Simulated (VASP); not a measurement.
# BN (P6_3/mmc) in VASP: single point with PBE+D3(BJ)

Aim: the single point of BN with PBE+D3(BJ).

Program: VASP 6.6.1. These are calculated values, not measurements. Logs are shortened: lines on timing, memory, paths and dates and some standing lists are left out, and cuts for length are marked.

### Step 1. The cell of the first run

Symmetry: P6_3/mmc, No. 194, hexagonal system. The conventional cell has a = 2.506 Å, b = 2.506 Å, c = 6.595 Å, α = 90.00°, β = 90.00°, γ = 120.00°. B (site symmetry -6m2) has 3 N at 1.45 Å within 1.9 Å. N (site symmetry -6m2) has 3 B at 1.45 Å within 1.9 Å.

### Step 2. Single point, PBE+D3(BJ)

INCAR

```
ALGO = Normal ; EDIFF = 1E-6
ENCUT = 520 ; GGA = PE
ISIF = 2 ; ISMEAR = 0
IVDW = 12 ; LASPH = T
LCHARG = F ; LREAL = Auto
LWAVE = F ; NBANDS = 46
NELM = 80 ; PREC = Accurate
SIGMA = 0.01
```

KPOINTS

```
k-points
0
Gamma
  6 6 4
```

POSCAR

```
BN
1.0
    5.0120263200      0.0000000000      0.0000000000
   -2.5060131600      4.3405421175      0.0000000000
    0.0000000000      0.0000000000      6.5945985706
B N
8 8
Direct
    0.1666666667      0.3333333333      0.2500000000
    0.3333333333      0.1666666667      0.7500000000
    0.1666666667      0.8333333333      0.2500000000
    0.3333333333      0.6666666667      0.7500000000
    0.6666666667      0.3333333333      0.2500000000
    0.8333333333      0.1666666667      0.7500000000
    0.6666666667      0.8333333333      0.2500000000
    0.8333333333      0.6666666667      0.7500000000
    0.1666666667      0.3333333333      0.7500000000
    0.3333333333      0.1666666667      0.2500000000
    0.1666666667      0.8333333333      0.7500000000
    0.3333333333      0.6666666667      0.2500000000
    0.6666666667      0.3333333333      0.7500000000
    0.8333333333      0.1666666667      0.2500000000
    0.6666666667      0.8333333333      0.7500000000
    0.8333333333      0.6666666667      0.2500000000
```

Potentials or basis: VASP PAW PBE potentials, release 64 (B, N).

Launch:

```sh
$ cat potpaw_PBE.64/B/POTCAR potpaw_PBE.64/N/POTCAR > POTCAR
$ mpirun -np 1 vasp_std > vasp.out
```

OUTCAR:

```text
EDIFF = 1E-6
   ENCUT = 520
   GGA = PE
   ISIF = 2
   ISMEAR = 0
   IVDW = 12
   LASPH = T
   LREAL = Auto
   NELM = 80
   PREC = Accurate
 IVDW          = 12

 ion  position               nearest neighbor table
   1  0.167  0.333  0.250-  10 1.45  12 1.45  14 1.45
   2  0.333  0.167  0.750-   9 1.45  11 1.45  13 1.45
   3  0.167  0.833  0.250-  12 1.45  10 1.45  16 1.45
   4  0.333  0.667  0.750-  11 1.45   9 1.45  15 1.45
   5  0.667  0.333  0.250-  14 1.45  16 1.45  10 1.45
   6  0.833  0.167  0.750-  13 1.45  15 1.45   9 1.45
[... 8 lines left out ...]
  15  0.667  0.833  0.750-   8 1.45   6 1.45   4 1.45
  16  0.833  0.667  0.250-   7 1.45   5 1.45   3 1.45

  LATTYP: Found a hexagonal cell.
 ALAT       =     5.0120263200
 C/A-ratio  =     1.3157549760

  Lattice vectors:

 A1 = (   5.0120263200,   0.0000000000,   0.0000000000)
 A2 = (  -2.5060131600,   4.3405421175,   0.0000000000)
 A3 = (   0.0000000000,   0.0000000000,   6.5945985706)

Analysis of symmetry for initial positions (statically):
=====================================================================
 Subroutine PRICEL returns following result:

  LATTYP: Found a hexagonal cell.
 ALAT       =     2.5060131600
 C/A-ratio  =     2.6315099521

  Lattice vectors:

 A1 = (   2.5060131600,   0.0000000000,   0.0000000000)
 A2 = (  -1.2530065800,   2.1702710588,   0.0000000000)
 A3 = (   0.0000000000,   0.0000000000,   6.5945985706)

   4 primitive cells build up your supercell.

 Routine SETGRP: Setting up the symmetry group for a
 hexagonal supercell.

 Subroutine GETGRP returns: Found 24 space group operations
 (whereof 12 operations were pure point group operations)
 out of a pool of 24 trial point group operations.

The static configuration has the point symmetry D_3d.
 The point group associated with its full space group is D_6h.

Analysis of symmetry for dynamics (positions and initial velocities):
=====================================================================
 Subroutine PRICEL returns following result:

  LATTYP: Found a hexagonal cell.
 ALAT       =     2.5060131600
 C/A-ratio  =     2.6315099521

  Lattice vectors:

 A1 = (   2.5060131600,   0.0000000000,   0.0000000000)
 A2 = (  -1.2530065800,   2.1702710588,   0.0000000000)
 A3 = (   0.0000000000,   0.0000000000,   6.5945985706)

   4 primitive cells build up your supercell.

 Routine SETGRP: Setting up the symmetry group for a
 hexagonal supercell.

 Subroutine GETGRP returns: Found 24 space group operations
 (whereof 12 operations were pure point group operations)
 out of a pool of 24 trial point group operations.

The dynamic configuration has the point symmetry D_3d.
 The point group associated with its full space group is D_6h.

 Subroutine INISYM returns: Found 24 space group operations
 (whereof 12 operations are pure point group operations),
 and found     4 'primitive' translations

----------------------------------------------------------------------------------------

                                     Primitive cell

  volume of cell :      35.8662

  direct lattice vectors                    reciprocal lattice vectors
     2.506013160  0.000000000  0.000000000     0.399040203  0.230385969  0.000000000
    -1.253006580  2.170271059  0.000000000     0.000000000  0.460771937  0.000000000
     0.000000000  0.000000000  6.594598571     0.000000000  0.000000000  0.151639253

  length of vectors
     2.506013160  2.506013160  6.594598571     0.460771937  0.460771937  0.151639253

  position of ions in fractional coordinates (direct lattice)
     0.333333333  0.666666667  0.250000000
     0.666666667  0.333333333  0.750000000
     0.333333333  0.666666667  0.750000000
     0.666666667  0.333333333  0.250000000

  ion indices of the primitive-cell ions
   primitive index   ion index
                 1           1
                 2           2
                 3           9
                 4          10

----------------------------------------------------------------------------------------

 KPOINTS: k-points

Automatic generation of k-mesh.
 Grid dimensions read from file:
 generate k-points for:    6    6    4

 Generating k-lattice:

  Cartesian coordinates                     Fractional coordinates (reciprocal lattice)
     0.033253350  0.019198831  0.000000000     0.166666667  0.000000000  0.000000000
     0.000000000  0.038397661  0.000000000     0.000000000  0.166666667  0.000000000
     0.000000000  0.000000000  0.037909813     0.000000000  0.000000000  0.250000000

  Length of vectors
     0.038397661  0.038397661  0.037909813

  Shift w.r.t. Gamma in fractional coordinates (k-lattice)
     0.000000000  0.000000000  0.000000000

 Subroutine IBZKPT returns following result:
 ===========================================

 Found     21 irreducible k-points:

 Following reciprocal coordinates:
            Coordinates               Weight
  0.000000  0.000000  0.000000      1.000000
  0.166667  0.000000  0.000000      6.000000
  0.333333  0.000000  0.000000      6.000000
  0.500000  0.000000  0.000000      3.000000
  0.166667  0.166667  0.000000      6.000000
  0.333333  0.166667  0.000000     12.000000
[... 13 lines left out ...]
  0.333333  0.166667  0.500000     12.000000
  0.333333  0.333333  0.500000      2.000000
   k-points           NKPTS =     21   k-points in BZ     NKDIM =     21   number of bands    NBANDS=     46
   number of dos      NEDOS =    301   number of ions     NIONS =     16
   total plane-waves  NPLWV =  80000
   dimension x,y,z NGX =    40 NGY =   40 NGZ =   50
   dimension x,y,z NGXF=    80 NGYF=   80 NGZF=  100
   ions per type =               8   8
   NGX,Y,Z   is equivalent  to a cutoff of  13.27, 13.27, 12.60 a.u.
   NGXF,Y,Z  is equivalent  to a cutoff of  26.54, 26.54, 25.21 a.u.
 SYSTEM =  unknown system
   PREC   = accura    normal or accurate (medium, high low for compatibility)
   ISTART =      0    job   : 0-new  1-cont  2-samecut
   ICHARG =      2    charge: 1-file 2-atom 10-const
   ISPIN  =      1    spin polarized calculation?
   LNONCOLLINEAR =      F non collinear calculations
   LSORBIT =      F    spin-orbit coupling
   LASPH  =      T    aspherical Exc in radial PAW
   ENCUT  =  520.0 eV  38.22 Ry    6.18 a.u.   9.32  9.32 12.26*2*pi/ulx,y,z
   NELM   =     80;   NELMIN=  2; NELMDL= -5     # of ELM steps
   EDIFF  = 0.1E-05   stopping-criterion for ELM
   LREAL  =      T    real-space projection
   EDIFFG = 0.1E-04   stopping-criterion for IOM
   NSW    =      0    number of steps for IOM
[... 5 lines left out ...]
   TEBEG  =    0.0;   TEEND  =   0.0 temperature during run
   PSTRESS=    0.0 pullay stress
   NELECT =      64.0000    total number of electrons
   NUPDOWN=      -1.0000    fix difference up-down
   EMIN   =  10.00;   EMAX   =-10.00  energy-range for DOS
   EFERMI =   0.00;   METHOD = LEGACY
   ISMEAR =     0;   SIGMA  =   0.01  broadening in eV -4-tet -1-fermi 0-gaus
   EFERMI_NEDOS =   21; number of points for ismear=-14 and -15
   IALGO  =     38    algorithm
   IMIX   =      4    mixing-type and parameters
     AMIX     =   0.40;   BMIX     =  1.00
     AMIX_MAG =   1.60;   BMIX_MAG =  1.00
  volume/ion in A,a.u.               =       8.97        60.51
  Fermi-wavevector in a.u.,A,eV,Ry     =   1.250891  2.363842 21.289433  1.564729
  Thomas-Fermi vector in A             =   2.384864
   LORBIT       =      0    0 simple, 1 ext, 2 COOP (PROOUT), +10 PAW based schemes
   GGA     = PE    functional components
   LHFCALC =     F    Hartree Fock is set to
   AEXX    =    0.0000 exact exchange contribution
   IVDW    =    12    specifies the selected vdW correction
   LEPSILON=     F    determine dielectric tensor
   LRPA    =     F    only Hartree local field effects (RPA)
 non-spin polarized calculation
 Gauss-broadening in eV      SIGMA  =   0.01
  energy-cutoff  :      520.00
  volume of cell :      143.46
 maximum number of plane-waves:      3925
 NGX is ok and might be reduce to    40
   NGX = 19   NGY = 19   NGZ = 25

 number of electron      63.9999989 magnetization

 Free energy of the ion-electron system (eV)
  ---------------------------------------------------
  ext. energy  EPLUGINS =         0.00000000
  ---------------------------------------------------
  free energy    TOTEN  =      -140.60166554 eV

  energy without entropy =     -140.60166554  energy(sigma->0) =     -140.60166554

 E-fermi :   2.4377     XC(G=0): -10.1107

 val. band max:        2.3208645758   @ k =   0.3333   0.1667   0.0000
 cond. band min:       6.5811777392   @ k =   0.0000   0.0000   0.0000
 fundamental gap:      4.2603131634
 Fermi energy:         2.4377005861

 k-point     1 :       0.0000    0.0000    0.0000
  band No.  band energies     occupation
      1     -15.4733      2.00000
      2     -15.1627      2.00000
      3     -12.2754      2.00000
      4     -12.2754      2.00000
      5     -12.2754      2.00000
      6     -12.1995      2.00000
[... 36 lines left out ...]
     43      12.2455      0.00000
     44      12.2455      0.00000

 k-point     2 :       0.1667    0.0000    0.0000
  band No.  band energies     occupation
      1     -15.3373      2.00000
      2     -15.0316      2.00000
      3     -12.6783      2.00000
      4     -12.5262      2.00000
      5     -12.3196      2.00000
      6     -12.3196      2.00000
[... 36 lines left out ...]
     43      12.3187      0.00000
     44      12.6055      0.00000

 k-point     3 :       0.3333    0.0000    0.0000
  band No.  band energies     occupation
      1     -14.9369      2.00000
      2     -14.6459      2.00000
      3     -13.4888      2.00000
      4     -13.2659      2.00000
      5     -12.3969      2.00000
      6     -12.3969      2.00000
[... 835 lines left out ...]
     43      13.2590      0.00000
     44      13.2590      0.00000

 k-point    21 :       0.3333    0.3333    0.5000
  band No.  band energies     occupation
      1     -13.8109      2.00000
      2     -13.8109      2.00000
      3     -13.8109      2.00000
      4     -13.8109      2.00000
      5     -13.8109      2.00000
      6     -13.8109      2.00000
[... 36 lines left out ...]
     43      13.2284      0.00000
     44      13.2284      0.00000
 [bands above 44 left out]

------------------------ aborting loop because EDIFF is reached ----------------------------------------

 Edisp (eV)   -2.27377

 E8    (eV) :    -0.6664

  FORCE on cell =-STRESS in cart. coord.  units (eV):
  Direction    XX          YY          ZZ          XY          YZ          ZX
  --------------------------------------------------------------------------------------
  -------------------------------------------------------------------------------------
  Total       0.30569     0.30569    -0.04094     0.00000     0.00000     0.00000
  in kB       3.41385     3.41385    -0.45715     0.00000     0.00000     0.00000
  external pressure =        2.12 kB  Pullay stress =        0.00 kB

 VOLUME and BASIS-vectors are now :
 -----------------------------------------------------------------------------
  energy-cutoff  :      520.00
  volume of cell :      143.46
      direct lattice vectors                 reciprocal lattice vectors
     5.012026320  0.000000000  0.000000000     0.199520101  0.115192984  0.000000000
    -2.506013160  4.340542118  0.000000000     0.000000000  0.230385969  0.000000000
     0.000000000  0.000000000  6.594598571     0.000000000  0.000000000  0.151639253

 POSITION                                       TOTAL-FORCE (eV/Angst)
 -----------------------------------------------------------------------------------
      0.00000      1.44685      1.64865         0.000000     -0.000000     -0.000000
      1.25301      0.72342      4.94595         0.000000     -0.000000      0.000000
     -1.25301      3.61712      1.64865        -0.000000      0.000000      0.000000
     -0.00000      2.89369      4.94595        -0.000000      0.000000     -0.000000
      2.50601      1.44685      1.64865        -0.000000     -0.000000      0.000000
      3.75902      0.72342      4.94595         0.000000     -0.000000      0.000000
[... 8 lines left out ...]
      1.25301      3.61712      4.94595         0.000000      0.000000     -0.000000
      2.50601      2.89369      1.64865        -0.000000     -0.000000      0.000000
 -----------------------------------------------------------------------------------
    total drift:                               -0.000000      0.000000      0.000000

  FREE ENERGIE OF THE ION-ELECTRON SYSTEM (eV)
  ---------------------------------------------------
  free  energy   TOTEN  =      -142.8754371248 eV

  energy  without entropy=     -142.8754371248  energy(sigma->0) =     -142.87543712
```

It took 5.9 min on 1 thread of Intel Xeon 8259CL, shared host; peak memory 0.31 GiB.

What came out:

| Quantity | Value |
| --- | --- |
| Free energy | -142.8754 eV |
| Pressure | 0.2 GPa |
| Band gap on the k mesh | 4.26 eV |
| Dispersion energy per atom | -0.142 eV |
